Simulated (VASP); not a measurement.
# BaTiO3 in VASP: further runs

The runs below take BaTiO3 through single point, with PBEsol+D3(BJ), PBEsol+U, LDA+U.

All numbers are computed with VASP 6.6.1; they aren't measurements. Logs are shortened: lines on timing, memory, paths and dates and some standing lists are left out, and cuts for length are marked.

## Step 1: The cell of the first run

The typed cell holds 10 atoms: a = 3.950 Å, b = 3.954 Å, c = 7.907 Å, α = 89.93°, β = 89.94°, γ = 89.94°.

## Step 2: Single point, PBEsol+D3(BJ)

The input, INCAR:

```
ALGO = Normal ; EDIFF = 1E-7
ENCUT = 520 ; GGA = PS
ISIF = 2 ; ISMEAR = -1
IVDW = 12 ; LASPH = T
LCHARG = F ; LREAL = F
LWAVE = F ; NBANDS = 51
NELM = 100 ; PREC = Accurate
SIGMA = 0.05
```

The input, KPOINTS:

```
k-points
0
Gamma
  7 7 4
```

The input, POSCAR:

```
BaTiO3
1.0
   -3.9498748127     -0.0020279047     -0.0019337440
   -0.0021592719     -0.0023717950     -3.9543713887
   -0.0041530909     -7.9068817893     -0.0043553196
Ba Ti O
2 2 6
Direct
   -0.0039286088      0.9956742235      0.4978715261
   -0.0039280622      0.9956714836     -0.0021289390
    0.4880606737      0.4869884914      0.2435884811
    0.4880695260      0.4869909607      0.7435884523
    0.5041427780      0.0083052425      0.2521949196
    0.5041340330      0.0083000472      0.7521942385
    0.5041530009      0.5044593449      0.5040860889
    0.5041527389      0.5044584008      0.0040859995
    1.0075763666      0.5045797255      0.2522598241
    0.0075675640      0.5045720800      0.7522593991
```

Potentials or basis: VASP PAW PBE potentials, release 64 (Ba_sv, Ti_sv, O).

Launch:

```console
> cat potpaw_PBE.64/Ba_sv/POTCAR potpaw_PBE.64/Ti_sv/POTCAR potpaw_PBE.64/O/POTCAR > POTCAR
> mpirun -np 1 vasp_std > vasp.out
```

OUTCAR:

```text
EDIFF = 1E-7
   ENCUT = 520
   GGA = PS
   ISIF = 2
   ISMEAR = -1
   IVDW = 12
   LASPH = T
   LREAL = F
   NELM = 100
   PREC = Accurate
 IVDW          = 12

 ion  position               nearest neighbor table
   1  0.996  0.996  0.498-   9 2.75   7 2.75   5 2.75   7 2.79   5 2.79  10 2.79   6 2.80   9 2.80
                             7 2.80   6 2.84   7 2.84  10 2.85   4 3.37   4 3.40   3 3.40   4 3.40
   2  0.996  0.996  0.998-  10 2.75   8 2.75   6 2.75   8 2.79   6 2.79   9 2.79   5 2.80  10 2.80
                             8 2.80   5 2.84   8 2.84   9 2.85   3 3.37   3 3.40   4 3.40   3 3.40
   3  0.488  0.487  0.244-   5 1.90   8 1.90   9 1.90   9 2.05   7 2.06   5 2.06   2 3.37   2 3.40
                             1 3.40   2 3.40   1 3.44   2 3.44   1 3.44   1 3.48
   4  0.488  0.487  0.744-   6 1.90   7 1.90  10 1.90  10 2.05   8 2.06   6 2.06   1 3.37   1 3.40
                             2 3.40   1 3.40   2 3.44   1 3.44   2 3.44   2 3.48
   5  0.504  0.008  0.252-   3 1.90   3 2.06   1 2.75   1 2.79   2 2.80   2 2.84
   6  0.504  0.008  0.752-   4 1.90   4 2.06   2 2.75   2 2.79   1 2.80   1 2.84
   7  0.504  0.504  0.504-   4 1.90   3 2.06   1 2.75   1 2.79   1 2.80   1 2.84
   8  0.504  0.504  0.004-   3 1.90   4 2.06   2 2.75   2 2.79   2 2.80   2 2.84
   9  0.008  0.505  0.252-   3 1.90   3 2.05   1 2.75   2 2.79   1 2.80   2 2.85
  10  0.008  0.505  0.752-   4 1.90   4 2.05   2 2.75   1 2.79   2 2.80   1 2.85

  LATTYP: Found a triclinic cell.
 ALAT       =     3.9498758066
 B/A-ratio  =     2.2356497607
 C/A-ratio  =     3.0056402375
 COS(alpha) =     0.0000606786
 COS(beta)  =     0.3340898657
 COS(gamma) =     0.8941306150

  Lattice vectors:

 A1 = (   3.9498748127,   0.0020279047,   0.0019337440)
 A2 = (   7.8975903535,   0.0016840144,  -3.9505039007)
 A3 = (   3.9583464474,   7.9136532840,   7.9150318410)

Analysis of symmetry for initial positions (statically):
=====================================================================
 Subroutine PRICEL returns:
 Original cell was already a primitive cell.

 Routine SETGRP: Setting up the symmetry group for a
 triclinic supercell.

 Subroutine GETGRP returns: Found  1 space group operations
 (whereof  1 operations were pure point group operations)
 out of a pool of  2 trial point group operations.

The static configuration has the point symmetry C_1 .

Analysis of symmetry for dynamics (positions and initial velocities):
=====================================================================
 Subroutine PRICEL returns:
 Original cell was already a primitive cell.

 Routine SETGRP: Setting up the symmetry group for a
 triclinic supercell.

 Subroutine GETGRP returns: Found  1 space group operations
 (whereof  1 operations were pure point group operations)
 out of a pool of  2 trial point group operations.

The dynamic configuration has the point symmetry C_1 .

 Subroutine INISYM returns: Found  1 space group operations
 (whereof  1 operations are pure point group operations),
 and found     1 'primitive' translations

----------------------------------------------------------------------------------------

                                     Primitive cell

  volume of cell :     123.4996

  direct lattice vectors                    reciprocal lattice vectors
    -3.949874813 -0.002027905 -0.001933744    -0.253172717  0.000132903  0.000138164
    -0.002159272 -0.002371795 -3.954371389     0.000123734  0.000139231 -0.252884845
    -0.004153091 -7.906881789 -0.004355320     0.000064895 -0.126472183  0.000075821

  length of vectors
     3.949875807  3.954372690  7.906884080     0.253172789  0.252884914  0.126472222

  position of ions in fractional coordinates (direct lattice)
     0.996071391  0.995674224  0.497871526
     0.996071938  0.995671484  0.997871061
     0.488060674  0.486988491  0.243588481
     0.488069526  0.486990961  0.743588452
     0.504142778  0.008305243  0.252194920
     0.504134033  0.008300047  0.752194239
     0.504153001  0.504459345  0.504086089
     0.504152739  0.504458401  0.004085999
     0.007576367  0.504579726  0.252259824
     0.007567564  0.504572080  0.752259399

  ion indices of the primitive-cell ions
   primitive index   ion index
                 1           1
                 2           2
                 3           3
                 4           4
                 5           5
                 6           6
                 7           7
                 8           8
                 9           9
                10          10

----------------------------------------------------------------------------------------

 KPOINTS: k-points

Automatic generation of k-mesh.
 Grid dimensions read from file:
 generate k-points for:    7    7    4

 Generating k-lattice:

  Cartesian coordinates                     Fractional coordinates (reciprocal lattice)
    -0.036167531  0.000018986  0.000019738     0.142857143  0.000000000 -0.000000000
     0.000017676  0.000019890 -0.036126406     0.000000000  0.142857143  0.000000000
     0.000016224 -0.031618046  0.000018955    -0.000000000  0.000000000  0.250000000

  Length of vectors
     0.036167541  0.036126416  0.031618056

  Shift w.r.t. Gamma in fractional coordinates (k-lattice)
     0.000000000  0.000000000  0.000000000

 Subroutine IBZKPT returns following result:
 ===========================================

 Found     99 irreducible k-points:

 Following reciprocal coordinates:
            Coordinates               Weight
  0.000000  0.000000  0.000000      1.000000
  0.142857 -0.000000  0.000000      2.000000
  0.285714 -0.000000 -0.000000      2.000000
  0.428571 -0.000000 -0.000000      2.000000
  0.000000  0.142857 -0.000000      2.000000
  0.142857  0.142857 -0.000000      2.000000
[... 16 lines left out ...]
 -0.428571  0.428571 -0.000000      2.000000
 -0.285714  0.428571 -0.000000      2.000000
 [... further k-points ...]
   k-points           NKPTS =     99   k-points in BZ     NKDIM =     99   number of bands    NBANDS=     51
   number of dos      NEDOS =    301   number of ions     NIONS =     10
   total plane-waves  NPLWV =  54000
   dimension x,y,z NGX =    30 NGY =   30 NGZ =   60
   dimension x,y,z NGXF=    60 NGYF=   60 NGZF=  120
   ions per type =               2   2   6
   NGX,Y,Z   is equivalent  to a cutoff of  12.63, 12.61, 12.62 a.u.
   NGXF,Y,Z  is equivalent  to a cutoff of  25.25, 25.22, 25.23 a.u.
 SYSTEM =  unknown system
   PREC   = accura    normal or accurate (medium, high low for compatibility)
   ISTART =      0    job   : 0-new  1-cont  2-samecut
   ICHARG =      2    charge: 1-file 2-atom 10-const
   ISPIN  =      1    spin polarized calculation?
   LNONCOLLINEAR =      F non collinear calculations
   LSORBIT =      F    spin-orbit coupling
   LASPH  =      T    aspherical Exc in radial PAW
   ENCUT  =  520.0 eV  38.22 Ry    6.18 a.u.   7.34  7.35 14.70*2*pi/ulx,y,z
   NELM   =    100;   NELMIN=  2; NELMDL= -5     # of ELM steps
   EDIFF  = 0.1E-06   stopping-criterion for ELM
   LREAL  =      F    real-space projection
   EDIFFG = 0.1E-05   stopping-criterion for IOM
   NSW    =      0    number of steps for IOM
   IBRION =     -1    ionic relax: 0-MD 1-quasi-New 2-CG
   NFREE  =      0    steps in history (QN), initial steepest desc. (CG)
   ISIF   =      2    stress and relaxation
   ISYM   =      2    0-nonsym 1-usesym 2-fastsym
   POTIM  = 0.5000    time-step for ionic-motion
   TEBEG  =    0.0;   TEEND  =   0.0 temperature during run
   PSTRESS=    0.0 pullay stress
   NELECT =      80.0000    total number of electrons
   NUPDOWN=      -1.0000    fix difference up-down
   EMIN   =  10.00;   EMAX   =-10.00  energy-range for DOS
   EFERMI =   0.00;   METHOD = LEGACY
   ISMEAR =    -1;   SIGMA  =   0.05  broadening in eV -4-tet -1-fermi 0-gaus
   EFERMI_NEDOS =   21; number of points for ismear=-14 and -15
   IALGO  =     38    algorithm
   IMIX   =      4    mixing-type and parameters
     AMIX     =   0.40;   BMIX     =  1.00
     AMIX_MAG =   1.60;   BMIX_MAG =  1.00
  volume/ion in A,a.u.               =      12.35        83.34
  Fermi-wavevector in a.u.,A,eV,Ry     =   1.416499  2.676795 27.299674  2.006469
  Thomas-Fermi vector in A             =   2.537827
   LORBIT       =      0    0 simple, 1 ext, 2 COOP (PROOUT), +10 PAW based schemes
   GGA     = PS    functional components
   LHFCALC =     F    Hartree Fock is set to
   AEXX    =    0.0000 exact exchange contribution
   IVDW    =    12    specifies the selected vdW correction
   LEPSILON=     F    determine dielectric tensor
   LRPA    =     F    only Hartree local field effects (RPA)
 non-spin polarized calculation
  energy-cutoff  :      520.00
  volume of cell :      123.50
 maximum number of plane-waves:      3360
 NGX is ok and might be reduce to    30
   NGX = 15   NGY = 15   NGZ = 29

 number of electron      80.0000006 magnetization

 Free energy of the ion-electron system (eV)
  ---------------------------------------------------
  ext. energy  EPLUGINS =         0.00000000
  ---------------------------------------------------
  free energy    TOTEN  =       -83.92843750 eV

  energy without entropy =      -83.92843750  energy(sigma->0) =      -83.92843750

 E-fermi :   4.9981     XC(G=0): -11.7106

 val. band max:        3.9204747296   @ k =   0.4286   0.4286  -0.0000
 cond. band min:       6.0225063103   @ k =   0.0000   0.0000   0.0000
 fundamental gap:      2.1020315807
 Fermi energy:         4.9980767137

 k-point     1 :       0.0000    0.0000    0.0000
  band No.  band energies     occupation
      1     -52.1003      2.00000
      2     -52.0990      2.00000
      3     -28.5330      2.00000
      4     -28.4691      2.00000
      5     -28.4676      2.00000
      6     -28.4657      2.00000
[... 43 lines left out ...]
     50       8.9252      0.00000
     51       8.9382      0.00000
[... 1240 lines left out ...]
     50      11.6311      0.00000
     51      11.6942      0.00000

 [... further k-points ...]

------------------------ aborting loop because EDIFF is reached ----------------------------------------

 Edisp (eV)   -2.74753

 E8    (eV) :    -1.9029

  FORCE on cell =-STRESS in cart. coord.  units (eV):
  Direction    XX          YY          ZZ          XY          YZ          ZX
  --------------------------------------------------------------------------------------
  -------------------------------------------------------------------------------------
  Total       1.67300     1.63478     1.61968    -0.00745    -0.00773    -0.00543
  in kB      21.70401    21.20819    21.01232    -0.09669    -0.10032    -0.07039
  external pressure =       21.31 kB  Pullay stress =        0.00 kB

 VOLUME and BASIS-vectors are now :
 -----------------------------------------------------------------------------
  energy-cutoff  :      520.00
  volume of cell :      123.50
      direct lattice vectors                 reciprocal lattice vectors
    -3.949874813 -0.002027905 -0.001933744    -0.253172717  0.000132903  0.000138164
    -0.002159272 -0.002371795 -3.954371389     0.000123734  0.000139231 -0.252884845
    -0.004153091 -7.906881789 -0.004355320     0.000064895 -0.126472183  0.000075821

 POSITION                                       TOTAL-FORCE (eV/Angst)
 -----------------------------------------------------------------------------------
     -3.93857     -3.94099     -3.94136        -0.015899     -0.017214     -0.017425
     -3.94065     -7.89443     -3.94353        -0.015854     -0.017166     -0.017481
     -1.92984     -1.92817     -1.92774        -0.021935     -0.023500     -0.024048
     -1.93195     -5.88161     -1.92993        -0.021750     -0.023460     -0.023959
     -1.99237     -1.99512     -0.03492         0.007305      0.007895      0.025399
     -1.99441     -5.94855     -0.03707         0.007206      0.007859      0.025301
     -1.99452     -3.98797     -1.99799         0.007255      0.024965      0.008082
     -1.99245     -0.03453     -1.99581         0.007240      0.025007      0.008064
     -0.03206     -1.99580     -1.99641         0.023309      0.007815      0.008089
     -0.03410     -5.94924     -1.99856         0.023124      0.007799      0.007978
 -----------------------------------------------------------------------------------
    total drift:                               -0.001808     -0.001938     -0.001915

  FREE ENERGIE OF THE ION-ELECTRON SYSTEM (eV)
  ---------------------------------------------------
  free  energy   TOTEN  =       -86.6759698999 eV

  energy  without entropy=      -86.6759698998  energy(sigma->0) =      -86.67596990
```

Wall time 26 min (1 thread of Intel Xeon 8259CL, shared host); peak memory 0.59 GiB.

Results:

```
Free energy                : -86.6760 eV
Pressure                   : 2.1 GPa
Largest force              : 0.040 eV/Å
Band gap on the k mesh     : 2.10 eV
Dispersion energy per atom : -0.275 eV
```

Forces in eV/Å, atoms in the order of the input:
```
Ba  -0.016 -0.017 -0.017
Ba  -0.016 -0.017 -0.017
Ti  -0.022 -0.024 -0.024
Ti  -0.022 -0.023 -0.024
O    0.007  0.008  0.025
O    0.007  0.008  0.025
O    0.007  0.025  0.008
O    0.007  0.025  0.008
O    0.023  0.008  0.008
O    0.023  0.008  0.008
```

Caveat: the PAW data sets were made with another functional, which shifts forces and pressure a little; spin-orbit coupling is left out, which moves the levels of the heavy elements. A k mesh can miss the band edges.

(Continued in part 2 of 2.)
